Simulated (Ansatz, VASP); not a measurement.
## Zr in VASP and in Ansatz

File INCAR:

```
SYSTEM = Zr
  ALGO = Normal
  EDIFF = 1E-7
  ENCUT = 520
  GGA = PE
  ISIF = 2
  ISMEAR = -1
  LASPH = .TRUE.
  LCHARG = .TRUE.
  LELF = .TRUE.
  LREAL = .FALSE.
  LVHAR = .TRUE.
  LWAVE = .FALSE.
  NBANDS = 12
  NELM = 100
  PREC = Accurate
  SIGMA = 0.05
```

File KPOINTS:

```
k-points
0
G
  16 16 16
  0 0 0
```

POSCAR

```
Zr
1.0
   -1.7260234270      1.7260234270      1.7260234270
    1.7260234270     -1.7260234270      1.7260234270
    1.7260234270      1.7260234270     -1.7260234270
Zr
1
Direct
    0.0000000000      0.0000000000      0.0000000000
```

Input for Ansatz:

```yaml
crystal:
  lattice:
    - [-1.726023427, 1.726023427, 1.726023427]
    - [1.726023427, -1.726023427, 1.726023427]
    - [1.726023427, 1.726023427, -1.726023427]
  atoms:
    - { symbol: Zr, position: [0.0, 0.0, 0.0] }
kpoints:
  mp_grid: { grid: [16, 16, 16] }
scf:
  occupations: { method: fermi_dirac, width: 0.05 }
hamiltonian:
  xc: pbe
  pseudopotentials: { kind: all_electron, lapw: { basis_error: 0.001 } }
output:
  forces: true
  stress: true
  eigenvalues: true
  populations: true
```

Change from the starting cell: volume scaled by 0.9, LAPW.

Alike in both runs: task single point; functional PBE; k mesh 16 × 16 × 16; occupations fermi-dirac, width 0.05 eV; no spin polarisation.

|  | VASP | Ansatz |
| --- | --- | --- |
| version | VASP 6.6.1 | Ansatz 0.2.0 |
| potentials or method | VASP PAW PBE potentials, release 64 (Zr_sv), cutoff 520 eV | all-electron LAPW, scalar-relativistic |

|  | VASP | Ansatz | Ansatz less VASP |
| --- | --- | --- | --- |
| pressure (GPa) | 10.8 | 10.7 | -0.03 |

Ansatz ran all-electron here, and VASP with PAW potentials.
